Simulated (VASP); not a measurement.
# Bi (P6_3/mmc) in VASP: further runs

The runs below take Bi through single point, with RPBE.

All numbers are computed with VASP 6.6.1; they aren't measurements. Logs are shortened: lines on timing, memory, paths and dates and some standing lists are left out, and cuts for length are marked.

## 1. The cell of the first run

It takes space group P6_3/mmc (No. 194, hexagonal). Conventional cell: a = 3.458 Å, b = 3.458 Å, c = 11.584 Å, α = 90.00°, β = 90.00°, γ = 120.00°. Within 4.5 Å of Bi (site symmetry -3m) lie 12 Bi at 3.46 to 3.52 Å. Within 4.5 Å of Bi (site symmetry -6m2) lie 12 Bi at 3.46 to 3.52 Å.

This isn't the form of Bi at room conditions, which is rhombohedral.

## 2. Single point, RPBE (30.00 Å³/atom)

Input file INCAR:

```
SYSTEM = Bi
  PREC = Accurate
  ENCUT = 520
  EDIFF = 1E-7
  ISMEAR = -1
  SIGMA = 0.1
  LREAL = .FALSE.
  LASPH = .TRUE.
  NELM = 80
  ALGO = Normal
  ISIF = 2
  LWAVE = .FALSE.
  LCHARG = .TRUE.
  GGA = RP
  LELF = .TRUE.
  LVHAR = .TRUE.
  NBANDS = 38
```

Input file KPOINTS:

```
regular mesh
0
G
  12 12 3
  0 0 0
```

Input file POSCAR:

```
Bi
1.0
    3.4582597536      0.0000000000      0.0000000000
   -1.7291298768      2.9949407995      0.0000000000
    0.0000000000      0.0000000000     11.5843675407
Bi
4
Direct
    0.0000000000      1.0000000000      0.0000000000
    0.0000000000      1.0000000000      0.5000000000
    0.3333333333      0.6666666667      0.2500000000
    0.6666666667      0.3333333333      0.7500000000
```

Potentials or basis: VASP PAW PBE potentials, release 64 (Bi_d).

The run is started by

```console
> cat potpaw_PBE.64/Bi_d/POTCAR > POTCAR
> mpirun -np 1 vasp_std > vasp.out
```

OUTCAR:

```text
SYSTEM = Bi
   PREC = Accurate
   ENCUT = 520
   EDIFF = 1E-7
   ISMEAR = -1
   LREAL = .FALSE.
   LASPH = .TRUE.
   NELM = 80
   ISIF = 2
   GGA = RP

 ion  position               nearest neighbor table
   1  0.000  0.000  0.000-   3 3.52   4 3.52   3 3.52   4 3.52   4 3.52   3 3.52
   2  0.000  0.000  0.500-   3 3.52   4 3.52   3 3.52   4 3.52   4 3.52   3 3.52
   3  0.333  0.667  0.250-   1 3.52   2 3.52   1 3.52   2 3.52   1 3.52   2 3.52
   4  0.667  0.333  0.750-   1 3.52   2 3.52   1 3.52   2 3.52   1 3.52   2 3.52

  LATTYP: Found a hexagonal cell.
 ALAT       =     3.4582597536
 C/A-ratio  =     3.3497679082

  Lattice vectors:

 A1 = (   3.4582597536,   0.0000000000,   0.0000000000)
 A2 = (  -1.7291298768,   2.9949407995,   0.0000000000)
 A3 = (   0.0000000000,   0.0000000000,  11.5843675407)

Analysis of symmetry for initial positions (statically):
=====================================================================
 Subroutine PRICEL returns:
 Original cell was already a primitive cell.

 Routine SETGRP: Setting up the symmetry group for a
 hexagonal supercell.

 Subroutine GETGRP returns: Found 24 space group operations
 (whereof 12 operations were pure point group operations)
 out of a pool of 24 trial point group operations.

The static configuration has the point symmetry D_3d.
 The point group associated with its full space group is D_6h.

Analysis of symmetry for dynamics (positions and initial velocities):
=====================================================================
 Subroutine PRICEL returns:
 Original cell was already a primitive cell.

 Routine SETGRP: Setting up the symmetry group for a
 hexagonal supercell.

 Subroutine GETGRP returns: Found 24 space group operations
 (whereof 12 operations were pure point group operations)
 out of a pool of 24 trial point group operations.

The dynamic configuration has the point symmetry D_3d.
 The point group associated with its full space group is D_6h.

 Subroutine INISYM returns: Found 24 space group operations
 (whereof 12 operations are pure point group operations),
 and found     1 'primitive' translations

----------------------------------------------------------------------------------------

                                     Primitive cell

  volume of cell :     119.9826

  direct lattice vectors                    reciprocal lattice vectors
     3.458259754  0.000000000  0.000000000     0.289162779  0.166948208  0.000000000
    -1.729129877  2.994940800  0.000000000     0.000000000  0.333896416  0.000000000
     0.000000000  0.000000000 11.584367541     0.000000000  0.000000000  0.086323228

  length of vectors
     3.458259754  3.458259754 11.584367541     0.333896416  0.333896416  0.086323228

  position of ions in fractional coordinates (direct lattice)
     0.000000000  0.000000000  0.000000000
     0.000000000  0.000000000  0.500000000
     0.333333333  0.666666667  0.250000000
     0.666666667  0.333333333  0.750000000

  ion indices of the primitive-cell ions
   primitive index   ion index
                 1           1
                 2           2
                 3           3
                 4           4

----------------------------------------------------------------------------------------

 KPOINTS: regular mesh

Automatic generation of k-mesh.
 Grid dimensions read from file:
 generate k-points for:   12   12    3

 Generating k-lattice:

  Cartesian coordinates                     Fractional coordinates (reciprocal lattice)
     0.024096898  0.013912351  0.000000000     0.083333333 -0.000000000  0.000000000
     0.000000000  0.027824701  0.000000000     0.000000000  0.083333333  0.000000000
     0.000000000  0.000000000  0.028774409     0.000000000  0.000000000  0.333333333

  Length of vectors
     0.027824701  0.027824701  0.028774409

  Shift w.r.t. Gamma in fractional coordinates (k-lattice)
     0.000000000  0.000000000  0.000000000

 Subroutine IBZKPT returns following result:
 ===========================================

 Found     38 irreducible k-points:

 Following reciprocal coordinates:
            Coordinates               Weight
  0.000000  0.000000  0.000000      1.000000
  0.083333  0.000000  0.000000      6.000000
  0.166667  0.000000  0.000000      6.000000
  0.250000  0.000000  0.000000      6.000000
  0.333333  0.000000  0.000000      6.000000
  0.416667  0.000000  0.000000      6.000000
[... 16 lines left out ...]
  0.250000  0.000000  0.333333     12.000000
  0.333333  0.000000  0.333333     12.000000
 [... further k-points ...]
   k-points           NKPTS =     38   k-points in BZ     NKDIM =     38   number of bands    NBANDS=     38
   number of dos      NEDOS =    301   number of ions     NIONS =      4
   total plane-waves  NPLWV =  70560
   dimension x,y,z NGX =    28 NGY =   28 NGZ =   90
   dimension x,y,z NGXF=    56 NGYF=   56 NGZF=  180
   ions per type =               4
   NGX,Y,Z   is equivalent  to a cutoff of  13.46, 13.46, 12.92 a.u.
   NGXF,Y,Z  is equivalent  to a cutoff of  26.92, 26.92, 25.83 a.u.
 SYSTEM =  Bi
   PREC   = accura    normal or accurate (medium, high low for compatibility)
   ISTART =      0    job   : 0-new  1-cont  2-samecut
   ICHARG =      2    charge: 1-file 2-atom 10-const
   ISPIN  =      1    spin polarized calculation?
   LNONCOLLINEAR =      F non collinear calculations
   LSORBIT =      F    spin-orbit coupling
   LASPH  =      T    aspherical Exc in radial PAW
   ENCUT  =  520.0 eV  38.22 Ry    6.18 a.u.   6.43  6.43 21.54*2*pi/ulx,y,z
   NELM   =     80;   NELMIN=  2; NELMDL= -5     # of ELM steps
   EDIFF  = 0.1E-06   stopping-criterion for ELM
   LREAL  =      F    real-space projection
   EDIFFG = 0.1E-05   stopping-criterion for IOM
   NSW    =      0    number of steps for IOM
   IBRION =     -1    ionic relax: 0-MD 1-quasi-New 2-CG
   NFREE  =      0    steps in history (QN), initial steepest desc. (CG)
   ISIF   =      2    stress and relaxation
   ISYM   =      2    0-nonsym 1-usesym 2-fastsym
   POTIM  = 0.5000    time-step for ionic-motion
   TEBEG  =    0.0;   TEEND  =   0.0 temperature during run
   PSTRESS=    0.0 pullay stress
   NELECT =      60.0000    total number of electrons
   NUPDOWN=      -1.0000    fix difference up-down
   EMIN   =  10.00;   EMAX   =-10.00  energy-range for DOS
   EFERMI =   0.00;   METHOD = LEGACY
   ISMEAR =    -1;   SIGMA  =   0.10  broadening in eV -4-tet -1-fermi 0-gaus
   EFERMI_NEDOS =   21; number of points for ismear=-14 and -15
   IALGO  =     38    algorithm
   IMIX   =      4    mixing-type and parameters
     AMIX     =   0.40;   BMIX     =  1.00
     AMIX_MAG =   1.60;   BMIX_MAG =  1.00
  volume/ion in A,a.u.               =      30.00       202.42
  Fermi-wavevector in a.u.,A,eV,Ry     =   1.299429  2.455565 22.973648  1.688515
  Thomas-Fermi vector in A             =   2.430693
   LORBIT       =      0    0 simple, 1 ext, 2 COOP (PROOUT), +10 PAW based schemes
   GGA     = RP    functional components
   LHFCALC =     F    Hartree Fock is set to
   AEXX    =    0.0000 exact exchange contribution
   IVDW    =     0    specifies the selected vdW correction
   LEPSILON=     F    determine dielectric tensor
   LRPA    =     F    only Hartree local field effects (RPA)
 non-spin polarized calculation
  energy-cutoff  :      520.00
  volume of cell :      119.98
 maximum number of plane-waves:      3271
 NGX is ok and might be reduce to    28
   NGX = 13   NGY = 13   NGZ = 43

 number of electron      59.9999996 magnetization

 Free energy of the ion-electron system (eV)
  ---------------------------------------------------
  ext. energy  EPLUGINS =         0.00000000
  ---------------------------------------------------
  free energy    TOTEN  =       -13.27931706 eV

  energy without entropy =      -13.19870905  energy(sigma->0) =      -13.23901306

 E-fermi :   8.5825     XC(G=0): -10.3944

 val. band max:        8.5682468576   @ k =   0.1667   0.0833   0.3333
 cond. band min:       8.6453361987   @ k =   0.2500   0.1667   0.3333
 fundamental gap:      0.0770893411
 Fermi energy:         8.5824693496

 k-point     1 :       0.0000    0.0000    0.0000
  band No.  band energies     occupation
      1     -14.6205      2.00000
      2     -14.6170      2.00000
      3     -14.6170      2.00000
      4     -14.6148      2.00000
      5     -14.6107      2.00000
      6     -14.6107      2.00000
[... 30 lines left out ...]
     37      16.1309      0.00000
     38      16.4348      0.00000

 k-point     2 :       0.0833    0.0000    0.0000
  band No.  band energies     occupation
      1     -14.6218      2.00000
      2     -14.6193      2.00000
      3     -14.6157      2.00000
      4     -14.6127      2.00000
      5     -14.6077      2.00000
      6     -14.6047      2.00000
[... 30 lines left out ...]
     37      16.3287      0.00000
     38      16.7520      0.00000

 k-point     3 :       0.1667    0.0000    0.0000
  band No.  band energies     occupation
      1     -14.6384      2.00000
      2     -14.6282      2.00000
      3     -14.6222      2.00000
      4     -14.6040      2.00000
      5     -14.6001      2.00000
      6     -14.5951      2.00000
[... 30 lines left out ...]
     37      15.3027      0.00000
     38      15.9177      0.00000

 k-point     4 :       0.2500    0.0000    0.0000
  band No.  band energies     occupation
      1     -14.6586      2.00000
      2     -14.6408      2.00000
      3     -14.6332      2.00000
      4     -14.6071      2.00000
      5     -14.5984      2.00000
      6     -14.5951      2.00000
[... 30 lines left out ...]
     37      14.4740      0.00000
     38      15.0897      0.00000
[... 703 lines left out ...]
      4     -14.6059      2.00000
      5     -14.5989      2.00000
      6     -14.5940      2.00000
[... 30 lines left out ...]
     37      15.3216      0.00000
     38      15.4822      0.00000

 k-point    23 :       0.2500    0.0000    0.3333
  band No.  band energies     occupation
      1     -14.6565      2.00000
      2     -14.6494      2.00000
      3     -14.6230      2.00000
      4     -14.6115      2.00000
      5     -14.5959      2.00000
      6     -14.5848      2.00000
[... 30 lines left out ...]
     37      14.5386      0.00000
     38      14.6354      0.00000

 k-point    24 :       0.3333    0.0000    0.3333
  band No.  band energies     occupation
      1     -14.6740      2.00000
      2     -14.6641      2.00000
      3     -14.6312      2.00000
      4     -14.6188      2.00000
      5     -14.6103      2.00000
      6     -14.5986      2.00000
[... 30 lines left out ...]
     37      14.0039      0.00000
     38      14.0601      0.00000

 [... further k-points ...]
[... 5 lines left out ...]
  --------------------------------------------------------------------------------------
  -------------------------------------------------------------------------------------
  Total        3.5032615      3.5032615      3.3849249     -0.0000000      0.0000000      0.0000000
  in kB       46.7805104     46.7805104     45.2003133     -0.0000000      0.0000000      0.0000000
  external PRESSURE =      46.2537780 kB  Pullay stress =       0.0000000 kB

 VOLUME and BASIS-vectors are now :
 -----------------------------------------------------------------------------
  energy-cutoff  :      520.00
  volume of cell :      119.98
      direct lattice vectors                 reciprocal lattice vectors
     3.458259754  0.000000000  0.000000000     0.289162779  0.166948208  0.000000000
    -1.729129877  2.994940800  0.000000000     0.000000000  0.333896416  0.000000000
     0.000000000  0.000000000 11.584367541     0.000000000  0.000000000  0.086323228

 POSITION                                       TOTAL-FORCE (eV/Angst)
 -----------------------------------------------------------------------------------
      0.00000      0.00000      0.00000        -0.000000      0.000000     -0.000000
      0.00000      0.00000      5.79218        -0.000000      0.000000     -0.000000
     -0.00000      1.99663      2.89609         0.000000     -0.000000     -0.000000
      1.72913      0.99831      8.68828        -0.000000      0.000000      0.000000
 -----------------------------------------------------------------------------------
    total drift:                                0.000000     -0.000000      0.000000

  FREE ENERGIE OF THE ION-ELECTRON SYSTEM (eV)
  ---------------------------------------------------
  free  energy   TOTEN  =       -13.2793170614 eV

  energy  without entropy=      -13.1987090488  energy(sigma->0) =      -13.23901306
```

It took 94 s on 1 thread of Intel Xeon 6975P-C (Granite Rapids), shared host; peak memory 0.3 GiB.

Results:

- Free energy: -13.2793 eV
- Pressure: 4.6 GPa
- Band gap on the k mesh: zero (bands 30 and 31 overlap by 6.57 eV)

Caveat: the cell stands under pressure; the PAW data sets were made with another functional, which shifts forces and pressure a little; spin-orbit coupling is left out, which moves the levels of the heavy elements.

(Part 1 of 3 ends here.)

The gap in the log of VASP goes by the Fermi energy; the results here count the filled bands.